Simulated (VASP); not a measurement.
A run of VASP 6.6.1 is set up as follows.

INCAR

```
PREC = Accurate ; ENCUT = 520
EDIFF = 1E-7 ; ISMEAR = 0
SIGMA = 0.2 ; LREAL = F
LASPH = T ; NELM = 60
ALGO = Normal ; ISIF = 2
LWAVE = F ; LCHARG = F
GGA = PE ; NBANDS = 27
```

KPOINTS

```
Automatic mesh
0
Gamma
  8 6 6
```

The input POSCAR:

```
MoH3
1.0
    2.9522518208      0.0168027186      0.1632138307
   -0.0209190900      4.5951842232     -0.1086140409
   -0.2126462457     -2.1911045722      4.0301456991
H Mo
6 2
Direct
    0.0624855103      0.3667792754      0.0921877094
    0.0622252184      0.9089226609      0.2742603602
    1.0626326548      0.7250682724      0.6335593254
    0.5624948859      0.6332348853      0.9078824477
    0.5627679266      0.0910555605      0.7256400477
    0.5623824228      0.2749454089      0.3664680184
    0.0625831228      0.3328846575      0.6665589566
    0.5624282584      0.6671092790      0.3334431351
```

Potentials or basis: VASP PAW PBE potentials, release 64 (H, Mo_sv).

Launch:

```sh
$ cat potpaw_PBE.64/H/POTCAR potpaw_PBE.64/Mo_sv/POTCAR > POTCAR
$ mpirun -np 1 vasp_std > vasp.out
```

What does it give for the band gap on the k mesh?

Zero (bands 17 and 18 overlap by 1.82 eV).

Estimate the pressure.

0.1 GPa.

Estimate the largest force.

0.006 eV/Å.

Stress tensor (GPa, compression positive):
```
 0.13  0.03  0.05
 0.03  0.07 -0.17
 0.05 -0.17  0.01
```
